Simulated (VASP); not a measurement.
Here is a VASP 6.6.1 calculation.

File POSCAR:

```
Ru
1.0
    2.7061557011      0.0000000000      0.0000000000
   -1.3530778505      2.3435995838      0.0000000000
    0.0000000000      0.0000000000      4.2551733733
Ru
2
Direct
    0.3333333333      0.6666666667      0.2500000000
    0.6666666667      0.3333333333      0.7500000000
```

INCAR.step1

```
SYSTEM = Ru
  PREC = Accurate
  ENCUT = 520
  ISMEAR = -1
  SIGMA = 0.05
  LREAL = .False.
  LASPH = .True.
  NELM = 150
  LNONCOLLINEAR = .True.
  MAGMOM = 0 0 1 0 0 1
  LSORBIT = .True.
  GGA_COMPAT = .False.
  LMAXMIX = 4
  NBANDS = 40
  GGA = PE
  ALGO = Normal
  EDIFF = 1E-4
  LWAVE = .True.
  LCHARG = .False.
```

File INCAR.step2:

```
SYSTEM = Ru
  PREC = Accurate
  ENCUT = 520
  EDIFF = 1E-6
  ISMEAR = -1
  SIGMA = 0.05
  LREAL = .False.
  LASPH = .True.
  NELM = 150
  ALGO = Normal
  ISIF = 2
  LWAVE = .False.
  LCHARG = .True.
  LNONCOLLINEAR = .True.
  MAGMOM = 0 0 1 0 0 1
  LORBIT = 11
  LSORBIT = .True.
  GGA_COMPAT = .False.
  LORBMOM = .True.
  LMAXMIX = 4
  METAGGA = R2SCAN
  LMIXTAU = .True.
  LVHAR = .True.
  NBANDS = 40
  ISTART = 1
```

The input KPOINTS:

```
regular mesh
0
Gamma
  13 13 8
  0 0 0
```

Potentials or basis: VASP PAW PBE potentials, release 64 (Ru_pv).

The run is started by

```console
$ cat potpaw_PBE.64/Ru_pv/POTCAR > POTCAR
$ cp INCAR.step1 INCAR
$ mpirun -np 1 vasp_ncl > vasp.out
$ cp INCAR.step2 INCAR
$ mpirun -np 1 vasp_ncl > vasp.out
```

Q: What does it give for the pressure?

A: 1.8 GPa.

Q: What does it give for the net moment?

A: 0.00 μB per cell.

Moments on the atoms (μB; x, y, z):
```
Ru  0.00 0.00 0.00
Ru  0.00 0.00 0.00
```

Caveat: the PAW data sets were made with another functional, which shifts forces and pressure a little.
